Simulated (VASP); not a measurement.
# Sn in VASP: a series of runs

Sn is run at these levels: PBE; tasks: relaxation of cell and atoms, single point.

Program: VASP 6.6.1. These are calculated values, not measurements. Logs are shortened: lines on timing, memory, paths and dates and some standing lists are left out, and cuts for length are marked.

### Step 1. The cell of the first run

It takes space group Cmmm (No. 65, orthorhombic). The conventional cell has a = 3.116 Å, b = 5.818 Å, c = 4.543 Å, α = 90.00°, β = 90.00°, γ = 90.00°. Sn (site symmetry mmm) has 6 Sn at 3.12 to 3.30 Å within 4.1 Å.

### Step 2. Relaxation of cell and atoms, PBE

The input, INCAR:

```
SYSTEM = Sn
ALGO = Normal
EDIFF = 1E-6
EDIFFG = -0.01
ENCUT = 600
GGA = PE
IBRION = 2
ISIF = 3
ISMEAR = 0
LASPH = .True.
LCHARG = .False.
LREAL = .False.
LWAVE = .False.
NELM = 100
NSW = 100
PREC = Accurate
SIGMA = 0.1
```

The input, KPOINTS:

```
k-points
0
Gamma
  20 20 12
  0 0 0
```

The input, POSCAR:

```
Sn
1.0
    1.5581928916     -2.9091580841      0.0000000000
    1.5581928916      2.9091580841      0.0000000000
    0.0000000000      0.0000000000      4.5430687889
Sn
1
Direct
    0.0000000000      0.0000000000      0.0000000000
```

Potentials or basis: VASP PAW PBE potentials, release 64 (Sn_d).

On the command line:

```
$ cat potpaw_PBE.64/Sn_d/POTCAR > POTCAR
$ mpirun -np 1 vasp_std > vasp.out
```

OUTCAR:

```text
SYSTEM = Sn
   EDIFF = 1E-6
   EDIFFG = -0.01
   ENCUT = 600
   GGA = PE
   IBRION = 2
   ISIF = 3
   ISMEAR = 0
   LASPH = .True.
   LREAL = .False.
   NELM = 100
   NSW = 100
   PREC = Accurate

 ion  position               nearest neighbor table
   1  0.000  0.000  0.000-

  LATTYP: Found a base centered orthorhombic cell.
 ALAT       =     3.1163857832
 B/A-ratio  =     1.8670076727
 C/A-ratio  =     1.4578005115

  Lattice vectors:

 A1 = (   1.5581928916,  -2.9091580841,   0.0000000000)
 A2 = (   1.5581928916,   2.9091580841,   0.0000000000)
 A3 = (   0.0000000000,   0.0000000000,   4.5430687889)

Analysis of symmetry for initial positions (statically):
=====================================================================
 Subroutine PRICEL returns:
 Original cell was already a primitive cell.

 Routine SETGRP: Setting up the symmetry group for a
 base centered orthorhombic supercell.

 Subroutine GETGRP returns: Found  8 space group operations
 (whereof  8 operations were pure point group operations)
 out of a pool of  8 trial point group operations.

The static configuration has the point symmetry D_2h.

Analysis of symmetry for dynamics (positions and initial velocities):
=====================================================================
 Subroutine PRICEL returns:
 Original cell was already a primitive cell.

 Routine SETGRP: Setting up the symmetry group for a
 base centered orthorhombic supercell.

 Subroutine GETGRP returns: Found  8 space group operations
 (whereof  8 operations were pure point group operations)
 out of a pool of  8 trial point group operations.

The dynamic configuration has the point symmetry D_2h.

 Subroutine INISYM returns: Found  8 space group operations
 (whereof  8 operations are pure point group operations),
 and found     1 'primitive' translations

----------------------------------------------------------------------------------------

                                     Primitive cell

  volume of cell :      41.1877

  direct lattice vectors                    reciprocal lattice vectors
     1.558192892 -2.909158084  0.000000000     0.320884534 -0.171871031  0.000000000
     1.558192892  2.909158084  0.000000000     0.320884534  0.171871031  0.000000000
     0.000000000  0.000000000  4.543068789     0.000000000  0.000000000  0.220115531

  length of vectors
     3.300176639  3.300176639  4.543068789     0.364014472  0.364014472  0.220115531

  position of ions in fractional coordinates (direct lattice)
     0.000000000  0.000000000  0.000000000

  ion indices of the primitive-cell ions
   primitive index   ion index
                 1           1

----------------------------------------------------------------------------------------

 KPOINTS: k-points

Automatic generation of k-mesh.
 Grid dimensions read from file:
 generate k-points for:   20   20   12

 Generating k-lattice:

  Cartesian coordinates                     Fractional coordinates (reciprocal lattice)
     0.016044227 -0.008593552  0.000000000     0.050000000  0.000000000  0.000000000
     0.016044227  0.008593552  0.000000000     0.000000000  0.050000000  0.000000000
     0.000000000  0.000000000  0.018342961     0.000000000  0.000000000  0.083333333

  Length of vectors
     0.018200724  0.018200724  0.018342961

  Shift w.r.t. Gamma in fractional coordinates (k-lattice)
     0.000000000  0.000000000  0.000000000

 Subroutine IBZKPT returns following result:
 ===========================================

 Found    777 irreducible k-points:

 Following reciprocal coordinates:
            Coordinates               Weight
  0.000000  0.000000  0.000000      1.000000
  0.050000  0.000000  0.000000      4.000000
  0.100000 -0.000000  0.000000      4.000000
  0.150000  0.000000  0.000000      4.000000
  0.200000 -0.000000  0.000000      4.000000
  0.250000 -0.000000  0.000000      4.000000
[... 16 lines left out ...]
 -0.400000  0.050000  0.000000      4.000000
 -0.350000  0.050000  0.000000      4.000000
 [... further k-points ...]
   k-points           NKPTS =    777   k-points in BZ     NKDIM =    777   number of bands    NBANDS=     11
   number of dos      NEDOS =    301   number of ions     NIONS =      1
   total plane-waves  NPLWV =  28224
   dimension x,y,z NGX =    28 NGY =   28 NGZ =   36
   dimension x,y,z NGXF=    56 NGYF=   56 NGZF=   72
   ions per type =               1
   NGX,Y,Z   is equivalent  to a cutoff of  14.10, 14.10, 13.17 a.u.
   NGXF,Y,Z  is equivalent  to a cutoff of  28.21, 28.21, 26.35 a.u.
 SYSTEM =  Sn
   PREC   = accura    normal or accurate (medium, high low for compatibility)
   ISTART =      0    job   : 0-new  1-cont  2-samecut
   ICHARG =      2    charge: 1-file 2-atom 10-const
   ISPIN  =      1    spin polarized calculation?
   LNONCOLLINEAR =      F non collinear calculations
   LSORBIT =      F    spin-orbit coupling
   LASPH  =      T    aspherical Exc in radial PAW
   ENCUT  =  600.0 eV  44.10 Ry    6.64 a.u.   6.59  6.59  9.07*2*pi/ulx,y,z
   NELM   =    100;   NELMIN=  2; NELMDL= -5     # of ELM steps
   EDIFF  = 0.1E-05   stopping-criterion for ELM
   LREAL  =      F    real-space projection
   EDIFFG = -.1E-01   stopping-criterion for IOM
   NSW    =    100    number of steps for IOM
   IBRION =      2    ionic relax: 0-MD 1-quasi-New 2-CG
   NFREE  =      1    steps in history (QN), initial steepest desc. (CG)
   ISIF   =      3    stress and relaxation
   ISYM   =      2    0-nonsym 1-usesym 2-fastsym
   POTIM  = 0.5000    time-step for ionic-motion
   TEBEG  =    0.0;   TEEND  =   0.0 temperature during run
   PSTRESS=    0.0 pullay stress
   NELECT =      14.0000    total number of electrons
   NUPDOWN=      -1.0000    fix difference up-down
   EMIN   =  10.00;   EMAX   =-10.00  energy-range for DOS
   EFERMI =   0.00;   METHOD = LEGACY
   ISMEAR =     0;   SIGMA  =   0.10  broadening in eV -4-tet -1-fermi 0-gaus
   EFERMI_NEDOS =   21; number of points for ismear=-14 and -15
   IALGO  =     38    algorithm
   IMIX   =      4    mixing-type and parameters
     AMIX     =   0.40;   BMIX     =  1.00
     AMIX_MAG =   1.60;   BMIX_MAG =  1.00
  volume/ion in A,a.u.               =      41.19       277.95
  Fermi-wavevector in a.u.,A,eV,Ry     =   1.142514  2.159039 17.760207  1.305338
  Thomas-Fermi vector in A             =   2.279212
   LORBIT       =      0    0 simple, 1 ext, 2 COOP (PROOUT), +10 PAW based schemes
   GGA     = PE    functional components
   LHFCALC =     F    Hartree Fock is set to
   AEXX    =    0.0000 exact exchange contribution
   IVDW    =     0    specifies the selected vdW correction
   LEPSILON=     F    determine dielectric tensor
   LRPA    =     F    only Hartree local field effects (RPA)
 conjugate gradient relaxation of ions
 non-spin polarized calculation
 Gauss-broadening in eV      SIGMA  =   0.10
  energy-cutoff  :      600.00
  volume of cell :       41.19
 maximum number of plane-waves:      1402
   NGX = 13   NGY = 13   NGZ = 19

--------------------------------------- Ionic step        1  -------------------------------------------

 number of electron      14.0000008 magnetization

 Free energy of the ion-electron system (eV)
  ---------------------------------------------------
  ext. energy  EPLUGINS =         0.00000000
  ---------------------------------------------------
  free energy    TOTEN  =        -3.36485196 eV

  energy without entropy =       -3.36137934  energy(sigma->0) =       -3.36311565

------------------------ aborting loop because EDIFF is reached ----------------------------------------

  FORCE on cell =-STRESS in cart. coord.  units (eV):
  Direction    XX          YY          ZZ          XY          YZ          ZX
  --------------------------------------------------------------------------------------
  -------------------------------------------------------------------------------------
  Total       -0.2865481     -0.6618942     -0.5847032     -0.0000000      0.0000000      0.0000000
  in kB      -11.1465431    -25.7472777    -22.7445941     -0.0000000      0.0000000      0.0000000
  external PRESSURE =     -19.8794717 kB  Pullay stress =       0.0000000 kB
[... 57 lines left out ...]
--------------------------------------- Ionic step        3  -------------------------------------------

 number of electron      13.9999996 magnetization

 E-fermi :   4.7566     XC(G=0):  -8.6729

 val. band max:        4.7550660281   @ k =  -0.2000   0.0500   0.0000
 cond. band min:       4.7660813716   @ k =   0.2500   0.2000   0.4167
 fundamental gap:      0.0110153435
 Fermi energy:         4.7565899394

 k-point     1 :       0.0000    0.0000    0.0000
  band No.  band energies     occupation
      1     -16.9120      2.00000
      2     -16.8592      2.00000
      3     -16.7864      2.00000
      4     -16.6986      2.00000
      5     -16.6818      2.00000
      6      -5.3910      2.00000
      7       4.0401      2.00000
      8       7.8860      0.00000
      9      13.3714      0.00000
     10      14.4533      0.00000
     11      17.0517      0.00000
[... 309 lines left out ...]
 k-point    24 :      -0.3500    0.0500    0.0000
  band No.  band energies     occupation
      1     -16.8932      2.00000
      2     -16.7861      2.00000
      3     -16.7355      2.00000
      4     -16.7211      2.00000
      5     -16.6423      2.00000
      6      -3.0649      2.00000
      7       5.0843      0.00000
      8       6.3105      0.00000
      9       9.3852      0.00000
     10       9.9728      0.00000
     11      14.4348      0.00000

 [... further k-points ...]
[... 5 lines left out ...]
  --------------------------------------------------------------------------------------
  -------------------------------------------------------------------------------------
  Total        0.5038232      0.3276938     -0.6120304     -0.0000000      0.0000000      0.0000000
  in kB       21.6049240     14.0521501    -26.2450626     -0.0000000      0.0000000      0.0000000
  external PRESSURE =       3.1373371 kB  Pullay stress =       0.0000000 kB
[... 16 lines left out ...]
  FREE ENERGIE OF THE ION-ELECTRON SYSTEM (eV)
  ---------------------------------------------------
  free  energy   TOTEN  =        -3.3938234985 eV

  energy  without entropy=       -3.3903222090  energy(sigma->0) =       -3.39207285

 E-fermi :   6.0588     XC(G=0):  -9.3981

 val. band max:        6.0577768243   @ k =   0.4500   0.3000   0.2500
 cond. band min:       6.0643812805   @ k =  -0.4000   0.2500   0.0833
 fundamental gap:      0.0066044562
 Fermi energy:         6.0588372477

 k-point     1 :       0.0000    0.0000    0.0000
  band No.  band energies     occupation
      1     -15.6001      2.00000
      2     -15.5367      2.00000
      3     -15.5253      2.00000
      4     -15.3783      2.00000
      5     -15.3761      2.00000
      6      -4.3836      2.00000
      7       6.7562      0.00000
      8      10.4274      0.00000
      9      14.9013      0.00000
     10      15.0239      0.00000
     11      17.9277      0.00000
[... 309 lines left out ...]
 k-point    24 :      -0.3500    0.0500    0.0000
  band No.  band energies     occupation
      1     -15.6130      2.00000
      2     -15.4709      2.00000
      3     -15.4384      2.00000
      4     -15.3997      2.00000
      5     -15.3405      2.00000
      6      -2.1017      2.00000
      7       5.7541      1.99998
      8       8.9847      0.00000
      9      10.9810      0.00000
     10      12.3961      0.00000
     11      15.5695      0.00000

 [... further k-points ...]

[... ionic steps 4 to 21 ...]

--------------------------------------- Ionic step       22  -------------------------------------------

 number of electron      14.0000000 magnetization

------------------------ aborting loop because EDIFF is reached ----------------------------------------
[... 65 lines left out ...]
--------------------------------------- Ionic step       24  -------------------------------------------

 number of electron      14.0000000 magnetization

 Free energy of the ion-electron system (eV)
  ---------------------------------------------------
  ext. energy  EPLUGINS =         0.00000000
  ---------------------------------------------------
  free energy    TOTEN  =        -3.80819047 eV

  energy without entropy =       -3.80578763  energy(sigma->0) =       -3.80698905

 E-fermi :   7.4364     XC(G=0): -10.0895

 val. band max:        7.4314430228   @ k =  -0.3000   0.2500   0.0000
 cond. band min:       7.4364116533   @ k =  -0.4000   0.2000   0.2500
 fundamental gap:      0.0049686305
 Fermi energy:         7.4363599894

 k-point     1 :       0.0000    0.0000    0.0000
  band No.  band energies     occupation
      1     -14.1910      2.00000
      2     -14.0430      2.00000
      3     -14.0422      2.00000
      4     -13.8498      2.00000
      5     -13.8496      2.00000
      6      -3.3756      2.00000
      7      12.6744      0.00000
      8      14.1894      0.00000
      9      14.1995      0.00000
     10      16.0845      0.00000
     11      18.3276      0.00000
[... 309 lines left out ...]
 k-point    24 :      -0.3500    0.0500    0.0000
  band No.  band energies     occupation
      1     -14.1491      2.00000
      2     -14.0359      2.00000
      3     -13.9093      2.00000
      4     -13.9038      2.00000
      5     -13.8637      2.00000
      6      -1.3327      2.00000
      7       6.1155      2.00000
      8      10.8754      0.00000
      9      14.7020      0.00000
     10      15.2756      0.00000
     11      17.8921      0.00000

 [... further k-points ...]
[... 5 lines left out ...]
  --------------------------------------------------------------------------------------
  -------------------------------------------------------------------------------------
  Total       -0.0013232      0.0038460     -0.0001230      0.0000000      0.0000000      0.0000000
  in kB       -0.0745270      0.2166260     -0.0069261      0.0000000      0.0000000      0.0000000
  external PRESSURE =       0.0450577 kB  Pullay stress =       0.0000000 kB
[... 16 lines left out ...]
  FREE ENERGIE OF THE ION-ELECTRON SYSTEM (eV)
  ---------------------------------------------------
  free  energy   TOTEN  =        -3.8081904671 eV

  energy  without entropy=       -3.8057876315  energy(sigma->0) =       -3.80698905

 reached required accuracy - stopping structural energy minimisation
```

Run time: 30 min. Hardware: 1 thread of Intel Xeon 6975P-C (Granite Rapids), shared host; peak memory 0.6 GiB.

What came out:

* Free energy: -3.8082 eV
* Relaxed volume: 28.45 Å³/atom
* Relaxed cell: a = 3.270 Å, b = 3.270 Å, c = 3.070 Å, α = 90.00°, β = 90.00°, γ = 119.97°
* Space group after relaxing (to 0.05 Å): P6/mmm (No. 191)
* Energy gained by relaxing: 443.3 meV/atom
* Ionic steps: 24
* Pressure after relaxing: 0.0 GPa
* Band gap on the k mesh: zero (band 7 reaches 12.83 eV, above the bottom of band 8 at 5.21 eV)

The path:
```csv
step,energy change (eV),largest force (eV/Å),pressure (GPa),volume (Å³)
1,0.0000,0.0000,-1.99,41.19
2,-0.0272,0.0000,-0.36,38.21
3,-0.0290,0.0000,0.31,37.36
4,-0.0564,0.0000,0.20,36.04
5,-0.1724,0.0000,0.16,32.55
6,-0.3717,0.0000,7.02,25.48
7,-0.3537,0.0000,1.81,28.36
8,-0.3908,0.0000,3.84,26.83
9,-0.4112,0.0000,3.77,26.70
10,-0.4128,0.0000,3.81,26.63
11,-0.4255,0.0000,2.46,27.23
12,-0.4370,0.0000,-0.02,28.56
13,-0.4370,0.0000,-0.26,28.67
14,-0.4383,0.0000,-0.30,28.66
15,-0.4412,0.0000,-0.31,28.62
16,-0.4419,0.0000,-0.06,28.52
17,-0.4424,0.0000,-0.12,28.56
18,-0.4430,0.0000,-0.04,28.47
19,-0.4433,0.0000,0.15,28.35
20,-0.4433,0.0000,0.14,28.37
21,-0.4433,0.0000,0.12,28.39
22,-0.4433,0.0000,0.09,28.38
23,-0.4433,0.0000,0.10,28.37
24,-0.4433,0.0000,0.00,28.45
```

Final structure:
```yaml
crystal:
  lattice:
    - [1.63597, -2.83166, 0.00000]
    - [1.63597, 2.83166, 0.00000]
    - [0.00000, 0.00000, 3.07019]
  atoms:
    - { symbol: Sn, position: [0.00000, 0.00000, 0.00000] }
```

Caveat: the volume moved by over 15 % at a fixed basis, so the end points are rough; spin-orbit coupling is left out, which moves the levels of the heavy elements.

(Continued in part 2 of 2.)
